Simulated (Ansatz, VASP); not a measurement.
# Ge in VASP and in Ansatz

```
Ge
1.0
     3.97514    0.00000    0.00000
    -1.98757    3.44257    0.00000
     0.00000    0.00000   23.30280
Ge
6
Direct
  0.00000 0.00000 0.34208
  0.33333 0.66667 0.37488
  0.33333 0.66667 0.48291
  0.66667 0.33333 0.51709
  0.66667 0.33333 0.62512
  0.00000 0.00000 0.65792
```

Alike in both runs: functional LDA; k mesh 9 × 9 × 1; occupations fermi-dirac, width 0.02 eV; no spin polarisation.

Ansatz relaxed the structure, and its values are those at the end. VASP's run is a single point on that final structure, the one shown.

|  | VASP | Ansatz |
| --- | --- | --- |
| version | VASP 6.6.1 | Ansatz 0.2.0 |
| potentials or method | VASP PAW LDA potentials, release 64 (Ge_d), cutoff 520 eV | all-electron LAPW, scalar-relativistic |

|  | VASP | Ansatz | Ansatz less VASP |
| --- | --- | --- | --- |
| rms of the force components (eV/Å) | 0.006 | 0.001 | -0.0046 |

LDA's correlation is that of Perdew and Zunger in VASP and of Perdew and Wang (1992) in Ansatz. Ansatz ran all-electron here, and VASP with PAW potentials.
